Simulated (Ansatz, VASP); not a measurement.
**One calculation of CdTe, two programs**

File INCAR:

```
SYSTEM = CdTe
PREC     = Accurate       ! precision mode
ENCUT    = 520            ! plane-wave cutoff, eV
EDIFF    = 1E-6           ! SCF threshold, eV
ISMEAR   = -1             ! smearing method
SIGMA    = 0.05           ! smearing width, eV
LREAL    = .False.        ! projectors in reciprocal space
LASPH    = .True.         ! aspherical terms in the spheres
NELM     = 100            ! most SCF steps
ALGO     = Normal         ! electronic algorithm
ISIF     = 2              ! what is computed and relaxed
LWAVE    = .False.        ! write WAVECAR
LCHARG   = .False.        ! write CHGCAR
GGA      = CA             ! functional
NBANDS   = 16             ! bands
```

KPOINTS

```
Automatic mesh
0
Gamma
  13 13 13
  0 0 0
```

Contents of POSCAR:

```
CdTe
1.0
    0.0000000000      2.5556584438      2.5556584438
    2.5556584438      0.0000000000      2.5556584438
    2.5556584438      2.5556584438      0.0000000000
Cd Te
1 1
Direct
    0.0000000000      0.0000000000      0.0000000000
    0.5000000000      0.5000000000      0.5000000000
```

Input for Ansatz:

```yaml
crystal:
  lattice:
    - [0.0, 2.5556584438, 2.5556584438]
    - [2.5556584438, 0.0, 2.5556584438]
    - [2.5556584438, 2.5556584438, 0.0]
  atoms:
    - { symbol: Cd, position: [0.0, 0.0, 0.0] }
    - { symbol: Te, position: [0.5, 0.5, 0.5] }
kpoints:
  mp_grid: { grid: [13, 13, 13] }
scf:
  occupations: { method: fermi_dirac, width: 0.05 }
hamiltonian:
  xc: lda
  pseudopotentials: { kind: paw }
output:
  forces: true
  stress: true
  eigenvalues: true
  populations: true
```

Change from the starting cell: volume scaled by 0.64, PAW files.

Alike in both runs: task single point; functional LDA; k mesh 13 × 13 × 13; occupations fermi-dirac, width 0.05 eV; no spin polarisation.

|  | VASP | Ansatz |
| --- | --- | --- |
| version | VASP 6.6.1 | Ansatz 0.2.0 |
| potentials or method | VASP PAW LDA potentials, release 64 (Cd, Te) | PAW with Ansatz's default frozen-core files, scalar-relativistic |
| plane-wave cutoff (eV) | 520 | 420 |
| valence electrons in the cell | 18 | 36 |

```csv
,VASP,Ansatz,Ansatz less VASP
pressure (GPa),85.5,82.7,-2.84
```

LDA's correlation is that of Perdew and Zunger in VASP and of Perdew and Wang (1992) in Ansatz. Both programs put the cell under a high pressure, so it lies far from rest at this level. VASP's potentials hold 18 valence electrons a cell and Ansatz's 36, so a difference there can come from the potentials and not from the codes.

Spin-orbit coupling is off throughout. Noted on VASP's run: the cell as given lies far from equilibrium.
